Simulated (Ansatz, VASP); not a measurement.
**One calculation of Sb, two programs**

```
CELL_PARAMETERS angstrom
0.00000 2.53038 2.53038
2.53038 0.00000 2.53038
2.53038 2.53038 0.00000
ATOMIC_POSITIONS crystal
Sb 0.87500 0.87500 0.87500
Sb 0.12500 0.12500 0.12500
```

Change from the starting cell: volume scaled by 0.4, PAW files.

Alike in both runs: task single point; functional PBEsol; k mesh 10 × 10 × 10; occupations fermi-dirac, width 0.1 eV; no spin polarisation.

|  | VASP | Ansatz |
| --- | --- | --- |
| version | VASP 6.6.1 | Ansatz 0.2.0 |
| potentials or method | VASP PAW PBE potentials, release 64 (Sb) | PAW with Ansatz's default frozen-core files, scalar-relativistic |
| plane-wave cutoff (eV) | 500 | 420 |
| valence electrons in the cell | 10 | 30 |

VASP gave:

- pressure (GPa): 223.4

**Question.** What did Ansatz give for the same quantities?

**Answer.** Pressure (GPa): 223.7.

VASP's potentials were made for PBE, not for PBEsol. Both programs put the cell under a high pressure, so it lies far from rest at this level. VASP's potentials hold 10 valence electrons a cell and Ansatz's 30, so a difference there can come from the potentials and not from the codes.

Neither program's run includes spin-orbit coupling. Noted on VASP's run: the cell as given lies far from equilibrium.
